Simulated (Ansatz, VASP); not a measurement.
# TaSi2: VASP beside Ansatz

Contents of INCAR:

```
SYSTEM = TaSi2
ALGO = Fast
EDIFF = 1E-6
ENCUT = 520
GGA = PE
ISIF = 2
ISMEAR = 0
LASPH = .TRUE.
LCHARG = .TRUE.
LELF = .TRUE.
LREAL = .FALSE.
LVHAR = .TRUE.
LWAVE = .FALSE.
NBANDS = 38
NELM = 60
PREC = Accurate
SIGMA = 0.15
```

The input KPOINTS:

```
k-points
0
G
  9 9 6
  0 0 0
```

POSCAR

```
TaSi2
1.0
    4.8051009126      0.0000000000      0.0000000000
   -2.4025504563      4.1613394580      0.0000000000
    0.0000000000      0.0000000000      6.5988658829
Ta Si
3 6
Direct
    0.5015019203      0.0030038405      0.5000000000
    0.5015019203      0.5030038405      0.8333333333
    0.0015019203      0.5030038405      0.1666666667
    0.1589199925      0.3178399850      0.5000000000
    0.8410800075      0.1589199925      0.8333333333
    0.6821600150      0.8410800075      0.1666666667
    0.8410800075      0.6821600150      0.5000000000
    0.1589199925      0.8410800075      0.8333333333
    0.3178399850      0.1589199925      0.1666666667
```

Input for Ansatz:

```yaml
crystal:
  lattice:
    - [4.8051009126, 0.0, 0.0]
    - [-2.4025504563, 4.161339458, 0.0]
    - [0.0, 0.0, 6.5988658829]
  atoms:
    - { symbol: Ta, position: [0.5015019203, 0.0030038405, 0.5] }
    - { symbol: Ta, position: [0.5015019203, 0.5030038405, 0.8333333333] }
    - { symbol: Ta, position: [0.0015019203, 0.5030038405, 0.1666666667] }
    - { symbol: Si, position: [0.1589199925, 0.317839985, 0.5] }
    - { symbol: Si, position: [0.8410800075, 0.1589199925, 0.8333333333] }
    - { symbol: Si, position: [0.682160015, 0.8410800075, 0.1666666667] }
    - { symbol: Si, position: [0.8410800075, 0.682160015, 0.5] }
    - { symbol: Si, position: [0.1589199925, 0.8410800075, 0.8333333333] }
    - { symbol: Si, position: [0.317839985, 0.1589199925, 0.1666666667] }
basis:
  ecutwfc: 420
kpoints:
  mp_grid: { grid: [9, 9, 6] }
hamiltonian:
  xc: pbe
scf:
  occupations: { method: gaussian, width: 0.15 }
output:
  forces: true
  stress: true
  eigenvalues: true
```

Change from the starting cell: all Ta atoms moved +0.013 Å, as atom 1 along Cartesian [0 1 0].

Alike in both runs: task single point; functional PBE; k mesh 9 × 9 × 6; occupations gaussian, width 0.15 eV; no spin polarisation.

```csv
,VASP,Ansatz
version,VASP 6.6.1,Ansatz 0.2.0
potentials or method,"VASP PAW PBE potentials, release 64 (Ta_pv, Si), cutoff 520 eV","scalar-relativistic, plane waves, PAW"
valence electrons in the cell,57,63
```

VASP gave:

- gap on the k mesh at the Fermi level (eV): none
- pressure (GPa): 0.1
- rms of the force components (eV/Å): 0.061

Task: Which values does Ansatz return?

Result: gap on the k mesh at the Fermi level (eV): none; pressure (GPa): 0.0; rms of the force components (eV/Å): 0.061.

Atom by atom the forces differ by 0.002 eV/Å (rms over components). A gap of «none» marks a metal or a gap that the smearing closes. VASP's potentials hold 57 valence electrons a cell and Ansatz's 63, so a difference there can come from the potentials and not from the codes.

Spin-orbit coupling is off throughout.
